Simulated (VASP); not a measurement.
Write the native input for VASP 6.6.1 that does the following.

| Property | Result |
| --- | --- |
| Task | relaxation of cell and atoms |
| Functional | PBE |
| Potentials or basis | VASP PAW PBE potentials, release 64 (Al, B, N) |
| Cutoff | 600 eV |
| k mesh | 6 × 6 × 8 |
| Occupations | gaussian, width 0.02 eV |
| Spin | no spin polarisation |
| Dipole correction | no |
| Further INCAR settings | ALGO = Normal; EDIFF = 1e-06; IBRION = 2; EDIFFG = -0.01; NSW = 100; ISIF = 3 |

The structure of Al2B3N5 lies in POSCAR:

```
Al2B3N5
1.0
    6.6425264912     -2.2815011843      0.0000000000
    6.6425264912      2.2815011843      0.0000000000
   -0.7422422817      0.0000000000      3.2031885414
Al B N
2 3 5
Direct
    0.2034675294      0.3509323789      0.7742140613
    0.6490676211      0.7965324706      0.2257859387
    0.9909974434      0.1974179774      0.1005075027
    0.4095785005      0.5904214995      0.0000000000
    0.8025820226      0.0090025566      0.8994924973
    0.4882875963      0.3252630421      0.8967434729
    0.8145093732      0.7781343883      0.7923295829
    0.2218656117      0.1854906268      0.2076704171
    0.6747369579      0.5117124037      0.1032565271
    0.0781179664      0.9218820336      0.0000000000
```

The input as run:

INCAR

```
PREC = Accurate
ENCUT = 600
EDIFF = 1E-6
ISMEAR = 0
SIGMA = 0.02
LREAL = F
LASPH = T
NELM = 100
ALGO = Normal
ISIF = 3
LWAVE = F
LCHARG = F
GGA = PE
IBRION = 2
NSW = 100
EDIFFG = -0.01
```

KPOINTS

```
Automatic mesh
0
Gamma
  6 6 8
```

Potentials or basis: VASP PAW PBE potentials, release 64 (Al, B, N).

The run is started by

```console
$ cat potpaw_PBE.64/Al/POTCAR potpaw_PBE.64/B/POTCAR potpaw_PBE.64/N/POTCAR > POTCAR
$ mpirun -np 1 vasp_std > vasp.out
```

It gave:

```
Relaxed volume                        : 9.68 Å³/atom
Relaxed cell                          : a = 7.027 Å, b = 7.027 Å, c = 3.278 Å, α = 102.41°, β = 102.41°, γ = 37.90°
Space group after relaxing (to 0.1 Å) : C2 (No. 5)
Energy gained by relaxing             : 0.1 meV/atom
Ionic steps                           : 8
Pressure after relaxing               : 0.0 GPa
Largest force after relaxing          : 0.009 eV/Å
Band gap on the k mesh                : 2.53 eV (least direct gap 3.83 eV)
```

It took 8.4 min on 1 thread of Intel(R) Xeon(R) 6975P-C (Granite Rapids), on a shared host, peak memory 0.45 GiB.
